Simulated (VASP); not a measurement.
# Ag in VASP: notebook, part 2 of 2

VASP 6.6.1.

### 4 Single point, PBE (16.37 Å³/atom)

This run uses another cell than the first one, of 16.37 Å³/atom.

INCAR

```
SYSTEM = Ag
ALGO = Normal ; EDIFF = 1E-7
ENCUT = 520 ; GGA = PE
ISIF = 2 ; ISMEAR = -1
LASPH = .True. ; LCHARG = .False.
LREAL = .False. ; LWAVE = .False.
NBANDS = 12 ; NELM = 80
PREC = Accurate ; SIGMA = 0.05
```

KPOINTS

```
k-points
0
Gamma
  11 11 11
  0 0 0
```

POSCAR

```
Ag
1.0
    0.0000000000      2.0151418859      2.0151418859
    2.0151418859      0.0000000000      2.0151418859
    2.0151418859      2.0151418859      0.0000000000
Ag
1
Direct
    0.0000000000      0.0000000000      0.0000000000
```

Potentials or basis: VASP PAW PBE potentials, release 64 (Ag).

Run with:

```bash
$ cat potpaw_PBE.64/Ag/POTCAR > POTCAR
$ mpirun -np 1 vasp_std > vasp.out
```

OUTCAR:

```text
SYSTEM = Ag
   EDIFF = 1E-7
   ENCUT = 520
   GGA = PE
   ISIF = 2
   ISMEAR = -1
   LASPH = .True.
   LREAL = .False.
   NELM = 80
   PREC = Accurate

 ion  position               nearest neighbor table
   1  0.000  0.000  0.000-

  LATTYP: Found a face centered cubic cell.
 ALAT       =     4.0302837718

  Lattice vectors:

 A1 = (   0.0000000000,   2.0151418859,   2.0151418859)
 A2 = (   2.0151418859,   0.0000000000,   2.0151418859)
 A3 = (   2.0151418859,   2.0151418859,   0.0000000000)

Analysis of symmetry for initial positions (statically):
=====================================================================
 Subroutine PRICEL returns:
 Original cell was already a primitive cell.

 Routine SETGRP: Setting up the symmetry group for a
 face centered cubic supercell.

 Subroutine GETGRP returns: Found 48 space group operations
 (whereof 48 operations were pure point group operations)
 out of a pool of 48 trial point group operations.

The static configuration has the point symmetry O_h .

Analysis of symmetry for dynamics (positions and initial velocities):
=====================================================================
 Subroutine PRICEL returns:
 Original cell was already a primitive cell.

 Routine SETGRP: Setting up the symmetry group for a
 face centered cubic supercell.

 Subroutine GETGRP returns: Found 48 space group operations
 (whereof 48 operations were pure point group operations)
 out of a pool of 48 trial point group operations.

The dynamic configuration has the point symmetry O_h .

 Subroutine INISYM returns: Found 48 space group operations
 (whereof 48 operations are pure point group operations),
 and found     1 'primitive' translations

----------------------------------------------------------------------------------------

                                     Primitive cell

  volume of cell :      16.3662

  direct lattice vectors                    reciprocal lattice vectors
     0.000000000  2.015141886  2.015141886    -0.248121486  0.248121486  0.248121486
     2.015141886  0.000000000  2.015141886     0.248121486 -0.248121486  0.248121486
     2.015141886  2.015141886  0.000000000     0.248121486  0.248121486 -0.248121486

  length of vectors
     2.849840985  2.849840985  2.849840985     0.429759021  0.429759021  0.429759021

  position of ions in fractional coordinates (direct lattice)
     0.000000000  0.000000000  0.000000000

  ion indices of the primitive-cell ions
   primitive index   ion index
                 1           1

----------------------------------------------------------------------------------------

 KPOINTS: k-points

Automatic generation of k-mesh.
 Grid dimensions read from file:
 generate k-points for:   11   11   11

 Generating k-lattice:

  Cartesian coordinates                     Fractional coordinates (reciprocal lattice)
    -0.022556499  0.022556499  0.022556499     0.090909091  0.000000000  0.000000000
     0.022556499 -0.022556499  0.022556499     0.000000000  0.090909091  0.000000000
     0.022556499  0.022556499 -0.022556499     0.000000000  0.000000000  0.090909091

  Length of vectors
     0.039069002  0.039069002  0.039069002

  Shift w.r.t. Gamma in fractional coordinates (k-lattice)
     0.000000000  0.000000000  0.000000000

 Subroutine IBZKPT returns following result:
 ===========================================

 Found     56 irreducible k-points:

 Following reciprocal coordinates:
            Coordinates               Weight
  0.000000  0.000000  0.000000      1.000000
  0.090909  0.000000  0.000000      8.000000
  0.181818  0.000000  0.000000      8.000000
  0.272727  0.000000  0.000000      8.000000
  0.363636  0.000000  0.000000      8.000000
  0.454545  0.000000  0.000000      8.000000
[... 16 lines left out ...]
 -0.272727  0.181818  0.000000     24.000000
 -0.181818  0.181818  0.000000     12.000000
 [... further k-points ...]
   k-points           NKPTS =     56   k-points in BZ     NKDIM =     56   number of bands    NBANDS=     12
   number of dos      NEDOS =    301   number of ions     NIONS =      1
   total plane-waves  NPLWV =  13824
   dimension x,y,z NGX =    24 NGY =   24 NGZ =   24
   dimension x,y,z NGXF=    48 NGYF=   48 NGZF=   48
   ions per type =               1
   NGX,Y,Z   is equivalent  to a cutoff of  14.00, 14.00, 14.00 a.u.
   NGXF,Y,Z  is equivalent  to a cutoff of  28.00, 28.00, 28.00 a.u.
 SYSTEM =  Ag
   PREC   = accura    normal or accurate (medium, high low for compatibility)
   ISTART =      0    job   : 0-new  1-cont  2-samecut
   ICHARG =      2    charge: 1-file 2-atom 10-const
   ISPIN  =      1    spin polarized calculation?
   LNONCOLLINEAR =      F non collinear calculations
   LSORBIT =      F    spin-orbit coupling
   LASPH  =      T    aspherical Exc in radial PAW
   ENCUT  =  520.0 eV  38.22 Ry    6.18 a.u.   5.30  5.30  5.30*2*pi/ulx,y,z
   NELM   =     80;   NELMIN=  2; NELMDL= -5     # of ELM steps
   EDIFF  = 0.1E-06   stopping-criterion for ELM
   LREAL  =      F    real-space projection
   EDIFFG = 0.1E-05   stopping-criterion for IOM
   NSW    =      0    number of steps for IOM
   IBRION =     -1    ionic relax: 0-MD 1-quasi-New 2-CG
   NFREE  =      0    steps in history (QN), initial steepest desc. (CG)
   ISIF   =      2    stress and relaxation
   ISYM   =      2    0-nonsym 1-usesym 2-fastsym
   POTIM  = 0.5000    time-step for ionic-motion
   TEBEG  =    0.0;   TEEND  =   0.0 temperature during run
   PSTRESS=    0.0 pullay stress
   NELECT =      11.0000    total number of electrons
   NUPDOWN=      -1.0000    fix difference up-down
   EMIN   =  10.00;   EMAX   =-10.00  energy-range for DOS
   EFERMI =   0.00;   METHOD = LEGACY
   ISMEAR =    -1;   SIGMA  =   0.05  broadening in eV -4-tet -1-fermi 0-gaus
   EFERMI_NEDOS =   21; number of points for ismear=-14 and -15
   IALGO  =     38    algorithm
   IMIX   =      4    mixing-type and parameters
     AMIX     =   0.40;   BMIX     =  1.00
     AMIX_MAG =   1.60;   BMIX_MAG =  1.00
  volume/ion in A,a.u.               =      16.37       110.44
  Fermi-wavevector in a.u.,A,eV,Ry     =   1.434025  2.709915 27.979403  2.056428
  Thomas-Fermi vector in A             =   2.553479
   LORBIT       =      0    0 simple, 1 ext, 2 COOP (PROOUT), +10 PAW based schemes
   GGA     = PE    functional components
   LHFCALC =     F    Hartree Fock is set to
   AEXX    =    0.0000 exact exchange contribution
   IVDW    =     0    specifies the selected vdW correction
   LEPSILON=     F    determine dielectric tensor
   LRPA    =     F    only Hartree local field effects (RPA)
 non-spin polarized calculation
  energy-cutoff  :      520.00
  volume of cell :       16.37
 maximum number of plane-waves:       459
 NGX is ok and might be reduce to    24
   NGX = 11   NGY = 11   NGZ = 11

 number of electron      11.0000002 magnetization

 Free energy of the ion-electron system (eV)
  ---------------------------------------------------
  ext. energy  EPLUGINS =         0.00000000
  ---------------------------------------------------
  free energy    TOTEN  =        -2.68140523 eV

  energy without entropy =       -2.67929911  energy(sigma->0) =       -2.68035217

 E-fermi :   9.2357     XC(G=0): -12.4581

 val. band max:        9.1681015552   @ k =  -0.4545   0.0909   0.0000
 cond. band min:       9.3031323072   @ k =   0.4545   0.3636   0.0000
 fundamental gap:      0.1350307519
 Fermi energy:         9.2357474990

 k-point     1 :       0.0000    0.0000    0.0000
  band No.  band energies     occupation
      1       0.9377      2.00000
      2       4.0444      2.00000
      3       4.0444      2.00000
      4       4.0444      2.00000
      5       5.1556      2.00000
      6       5.1556      2.00000
      7      25.1196      0.00000
      8      28.9419      0.00000
      9      28.9419      0.00000
     10      28.9419      0.00000
     11      33.8539      0.00000
     12      35.2743      0.00000
[... 331 lines left out ...]
 k-point    24 :      -0.1818    0.1818    0.0000
  band No.  band energies     occupation
      1       3.0418      2.00000
      2       3.6096      2.00000
      3       4.2648      2.00000
      4       4.7008      2.00000
      5       4.7333      2.00000
      6       6.3566      2.00000
      7      21.2550      0.00000
      8      21.7016      0.00000
      9      27.9485      0.00000
     10      29.7266      0.00000
     11      30.6837      0.00000
     12      34.3396      0.00000

 [... further k-points ...]

------------------------ aborting loop because EDIFF is reached ----------------------------------------

  FORCE on cell =-STRESS in cart. coord.  units (eV):
  Direction    XX          YY          ZZ          XY          YZ          ZX
  --------------------------------------------------------------------------------------
  -------------------------------------------------------------------------------------
  Total        0.9726155      0.9726155      0.9726155      0.0000000      0.0000000     -0.0000000
  in kB       95.2148923     95.2148923     95.2148923      0.0000000      0.0000000     -0.0000000
  external PRESSURE =      95.2148923 kB  Pullay stress =       0.0000000 kB

 VOLUME and BASIS-vectors are now :
 -----------------------------------------------------------------------------
  energy-cutoff  :      520.00
  volume of cell :       16.37
      direct lattice vectors                 reciprocal lattice vectors
     0.000000000  2.015141886  2.015141886    -0.248121486  0.248121486  0.248121486
     2.015141886  0.000000000  2.015141886     0.248121486 -0.248121486  0.248121486
     2.015141886  2.015141886  0.000000000     0.248121486  0.248121486 -0.248121486

 POSITION                                       TOTAL-FORCE (eV/Angst)
 -----------------------------------------------------------------------------------
      0.00000      0.00000      0.00000         0.000000      0.000000      0.000000
 -----------------------------------------------------------------------------------
    total drift:                               -0.000000      0.000000     -0.000000

  FREE ENERGIE OF THE ION-ELECTRON SYSTEM (eV)
  ---------------------------------------------------
  free  energy   TOTEN  =        -2.6814052262 eV

  energy  without entropy=       -2.6792991077  energy(sigma->0) =       -2.68035217
```

It took 6.9 s on 1 thread of Intel Xeon Platinum 8488C (Sapphire Rapids), shared host; peak memory 0.14 GiB.

What came out:

```yaml
Free_energy: -2.6814 eV
Pressure: 9.5 GPa
Band_gap_on_the_k_mesh: zero (an odd number of electrons rules out a gap without spin polarisation)
```

Levels at points of the mesh, in eV from the Fermi level:
```csv
k point,band 3,band 4,band 5,band 6,band 7,band 8,band 9,band 10
"(0.00, 0.00, 0.00)",-5.19,-5.19,-4.08,-4.08,15.88,19.71,19.71,19.71
```

Caveat: the cell stands under pressure.

### 5 Single point, PBE0, non-collinear spin, zero start, spin-orbit coupling

POSCAR

```
Ag
1.0
    0.0000000000      2.0427500000      2.0427500000
    2.0427500000      0.0000000000      2.0427500000
    2.0427500000      2.0427500000      0.0000000000
Ag
1
Direct
    0.0000000000      0.0000000000      0.0000000000
```

INCAR.step1

```
ALGO = Normal
EDIFF = 1E-5
ENCUT = 520
GGA = PE
GGA_COMPAT = F
ISIF = 2
ISMEAR = -1
LASPH = T
LMAXMIX = 4
LORBIT = 11
LORBMOM = T
LREAL = F
LSORBIT = T
LWAVE = T
MAGMOM = 0 0 0
NBANDS = 22
NELM = 150
PREC = Accurate
SIGMA = 0.05
```

INCAR.step2

```
AEXX = 0.25
ALGO = Normal
EDIFF = 1E-7
ENCUT = 520
GGA = PE
GGA_COMPAT = F
ISIF = 2
ISMEAR = -1
ISTART = 1
LASPH = T
LCHARG = T
LHFCALC = T
LMAXMIX = 4
LORBIT = 11
LORBMOM = T
LREAL = F
LSORBIT = T
LVHAR = T
LWAVE = F
MAGMOM = 0 0 0
NBANDS = 22
NELM = 150
PREC = Accurate
PRECFOCK = Normal
SIGMA = 0.05
```

KPOINTS

```
k-points
0
Gamma
  5 5 5
```

Run with:

```bash
$ cat potpaw_PBE.64/Ag/POTCAR > POTCAR
$ cp INCAR.step1 INCAR
$ mpirun -np 1 vasp_ncl > vasp.out
$ cp INCAR.step2 INCAR
$ mpirun -np 1 vasp_ncl > vasp.out
```

It took 58 min on 1 thread of Intel Xeon Platinum 8488C (Sapphire Rapids), shared host; peak memory 0.21 GiB.

It converged, with:

```yaml
Free_energy: -3.2566 eV
Pressure: 2.4 GPa
Net_moment: 0.04 μB per cell
Valence_electrons_inside_the_program's_atomic_spheres: Ag 9.96
```

Moments on the atoms (μB; x, y, z):
```
Ag  0.00 0.00 0.00
```

Caveat: the k points lie up to 0.53 Å⁻¹ apart; the PAW data sets were made with another functional, which shifts forces and pressure a little.

### 6 Overview

```tsv
level	spin	cell	k mesh	cutoff (eV)	smearing	grid for exact exchange (PRECFOCK)	share of exact exchange	gap on the mesh (eV)	pressure (GPa)
PBE	off	a = 2.926, b = 2.833, c = 2.889 Å, angles 59.8, 60.4, 60.7°, 1 atom	7 × 7 × 7	500	fermi-dirac 0.02 eV	-	-	none	4.4
PBE	off	a = 2.830 Å, angles 60.0°, 1 atom	11 × 11 × 11	520	fermi-dirac 0.05 eV	-	-	none	12.8
PBE	off	a = 2.850 Å, angles 60.0°, 1 atom	11 × 11 × 11	520	fermi-dirac 0.05 eV	-	-	none	9.5
PBE0	non-collinear, zero start, SOC	a = 2.889 Å, angles 60.0°, 1 atom	5 × 5 × 5	520	fermi-dirac 0.05 eV	Normal	0.25	-	2.4
```

Alike in all rows: task single point; potentials or basis VASP PAW PBE potentials, release 64 (Ag).

Caveats: some runs use coarse meshes; the cell stands under pressure (at least some runs); the PAW data sets were made with another functional, which shifts forces and pressure a little (at least some runs).

Total energies depend on the potentials used, so only differences within one code and one set of settings carry meaning.

The gap in the log of VASP goes by the Fermi energy; the results here count the filled bands.